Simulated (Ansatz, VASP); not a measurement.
One calculation of TiO2, two programs

File INCAR:

```
SYSTEM = TiO2
PREC     = Accurate       ! precision mode
ENCUT    = 520            ! plane-wave cutoff, eV
EDIFF    = 1E-6           ! SCF threshold, eV
ISMEAR   = -1             ! smearing method
SIGMA    = 0.05           ! smearing width, eV
LREAL    = .FALSE.        ! projectors in reciprocal space
LASPH    = .TRUE.         ! aspherical terms in the spheres
NELM     = 80             ! most SCF steps
ALGO     = Normal         ! electronic algorithm
ISIF     = 2              ! what is computed and relaxed
LWAVE    = .FALSE.        ! write WAVECAR
LCHARG   = .FALSE.        ! write CHGCAR
GGA      = PS             ! functional
NBANDS   = 33             ! bands
```

Contents of KPOINTS:

```
Automatic mesh
0
G
  8 8 6
  0 0 0
```

The input POSCAR:

```
TiO2
1.0
    2.6878721508     -2.6884889828      0.0000000000
    2.6878721508      2.6884889828      0.0000000000
   -2.6158557627      0.0000000000      4.7644438354
Ti O
2 4
Direct
    0.8658900000      0.1341100000      0.7500000000
    0.1341100000      0.8658900000      0.2500000000
    0.0887550000      0.3312210000      0.1671490000
    0.9112450000      0.6687790000      0.8328510000
    0.6687790000      0.9112450000      0.3328510000
    0.3312210000      0.0887550000      0.6671490000
```

File input.yaml:

```yaml
crystal:
  lattice:
    - [2.6878721508, -2.6884889828, 0.0]
    - [2.6878721508, 2.6884889828, 0.0]
    - [-2.6158557627, 0.0, 4.7644438354]
  atoms:
    - { symbol: Ti, position: [0.86589, 0.13411, 0.75] }
    - { symbol: Ti, position: [0.13411, 0.86589, 0.25] }
    - { symbol: O, position: [0.088755, 0.331221, 0.167149] }
    - { symbol: O, position: [0.911245, 0.668779, 0.832851] }
    - { symbol: O, position: [0.668779, 0.911245, 0.332851] }
    - { symbol: O, position: [0.331221, 0.088755, 0.667149] }
kpoints:
  mp_grid: { grid: [8, 8, 6] }
scf:
  occupations: { method: fermi_dirac, width: 0.05 }
hamiltonian:
  xc: pbesol
  pseudopotentials: { kind: all_electron, lapw: { basis_error: 0.002 } }
output:
  forces: true
  stress: true
  eigenvalues: true
```

Change from the starting cell: volume scaled by 0.98.

Alike in both runs: task single point; functional PBEsol; k mesh 8 × 8 × 6; occupations fermi-dirac, width 0.05 eV; no spin polarisation.

|  | VASP | Ansatz |
| --- | --- | --- |
| version | VASP 6.6.1 | Ansatz 0.2.0 |
| potentials or method | VASP PAW PBE potentials, release 64 (Ti_sv, O), cutoff 520 eV | all-electron LAPW, scalar-relativistic |

VASP gave:

* gap on the k mesh at the Fermi level (eV): 2.05
* least direct gap on the mesh (eV): 2.40
* pressure (GPa): -2.9
* traceless stress, the component that is largest in VASP (GPa): 0.34
* rms of the force components (eV/Å): 0.055

**Question.** What did Ansatz give for the same quantities?

**Answer.** gap on the k mesh at the Fermi level (eV): 2.07; least direct gap on the mesh (eV): 2.41; pressure (GPa): -3.6; traceless stress, the component that is largest in VASP (GPa): 0.29; rms of the force components (eV/Å): 0.062.

VASP's potentials were made for PBE, not for PBEsol. Atom by atom the forces differ by 0.012 eV/Å (rms over components). Ansatz ran all-electron here, and VASP with PAW potentials.
